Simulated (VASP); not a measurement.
Wanted: the native input for a VASP 6.6.1 run.

* Task: single point
* Functional: LDA
* Potentials or basis: VASP PAW LDA potentials, release 64 (Cd, S)
* Cutoff: 500 eV
* k mesh: 6 × 6 × 4
* Occupations: gaussian, width 0.02 eV
* Spin: no spin polarisation
* Dipole correction: no
* Further INCAR settings: ALGO = Normal; EDIFF = 1e-06; NBANDS = 26

The structure of CdS (lda) lies in POSCAR:

```
CdS
1.0
    4.0744305877      0.0000000000      0.0000000000
   -2.0372152939      3.5285603949      0.0000000000
    0.0000000000      0.0000000000      6.6373564174
Cd S
2 2
Direct
    0.3333333333      0.6666666667      0.0004381584
    0.6666666667      0.3333333333      0.5004381584
    0.3333333333      0.6666666667      0.3765618416
    0.6666666667      0.3333333333      0.8765618416
```

These files were run (other wordings do the same):

INCAR

```
SYSTEM = CdS
ALGO     = Normal         ! electronic algorithm
EDIFF    = 1E-6           ! SCF threshold, eV
ENCUT    = 500            ! plane-wave cutoff, eV
GGA      = CA             ! functional
GGA_COMPAT= .False.      
ISIF     = 2              ! what is computed and relaxed
ISMEAR   = 0              ! smearing method
LASPH    = .True.         ! aspherical terms in the spheres
LCHARG   = .True.         ! write CHGCAR
LELF     = .True.         ! ELF
LREAL    = .False.        ! projectors in reciprocal space
LVHAR    = .True.       
LWAVE    = .False.        ! write WAVECAR
NBANDS   = 26             ! bands
NELM     = 120            ! most SCF steps
PREC     = Accurate       ! precision mode
SIGMA    = 0.02           ! smearing width, eV
```

KPOINTS

```
k-points
0
Gamma
  6 6 4
  0 0 0
```

Potentials or basis: VASP PAW LDA potentials, release 64 (Cd, S).

The run is started by

```bash
$ cat potpaw_LDA.64/Cd/POTCAR potpaw_LDA.64/S/POTCAR > POTCAR
$ mpirun -np 1 vasp_std > vasp.out
```

Results of the run:

| Item | Value |
| --- | --- |
| Pressure | 0.5 GPa |
| Band gap on the k mesh | 1.05 eV, direct |

Run time: 24 s on 1 thread of Intel(R) Xeon(R) 6975P-C (Granite Rapids), on a shared host, peak memory 0.18 GiB.
